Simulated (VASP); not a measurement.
A run of VASP 6.6.1:

POSCAR

```
LuAlN2
1.0
    1.5700210856      0.9064520964      5.0619872445
   -1.5700210856      0.9064520964      5.0619872445
    0.0000000000     -1.8129041928      5.0619872445
Al Lu N
1 1 2
Direct
    1.0000000000      0.0000000000      0.0000000000
    0.5000000000      0.5000000000      0.5000000000
    0.2595166144      0.2595166144      0.2595166144
    0.7404833856      0.7404833856      0.7404833856
```

File INCAR.step1:

```
SYSTEM = LuAlN2
PREC = Accurate
ENCUT = 520
ISMEAR = 0
SIGMA = 0.01
LREAL = .FALSE.
LASPH = .TRUE.
NELM = 60
NBANDS = 27
GGA = PE
ALGO = Normal
EDIFF = 1E-4
LWAVE = .TRUE.
LCHARG = .FALSE.
```

File INCAR.step2:

```
SYSTEM = LuAlN2
PREC = Accurate
ENCUT = 520
EDIFF = 1E-7
ISMEAR = 0
SIGMA = 0.01
LREAL = .FALSE.
LASPH = .TRUE.
NELM = 60
ALGO = Normal
ISIF = 2
LWAVE = .FALSE.
LCHARG = .FALSE.
METAGGA = R2SCAN
LMIXTAU = .TRUE.
NBANDS = 27
ISTART = 1
```

File KPOINTS:

```
regular mesh
0
G
  10 10 10
  0 0 0
```

Potentials or basis: VASP PAW PBE potentials, release 64 (Al, Lu, N).

The run is started by

```console
$ cat potpaw_PBE.64/Al/POTCAR potpaw_PBE.64/Lu/POTCAR potpaw_PBE.64/N/POTCAR > POTCAR
$ cp INCAR.step1 INCAR
$ mpirun -np 1 vasp_std > vasp.out
$ cp INCAR.step2 INCAR
$ mpirun -np 1 vasp_std > vasp.out
```

Hardware: 1 thread of Intel Xeon 8259CL (shared host).

**Question.** Estimate the wall time of this run.

**Answer.** It took 27 min on 1 thread of Intel Xeon 8259CL, with other jobs on the host, peak memory 0.38 GiB. Counts: k points 116.
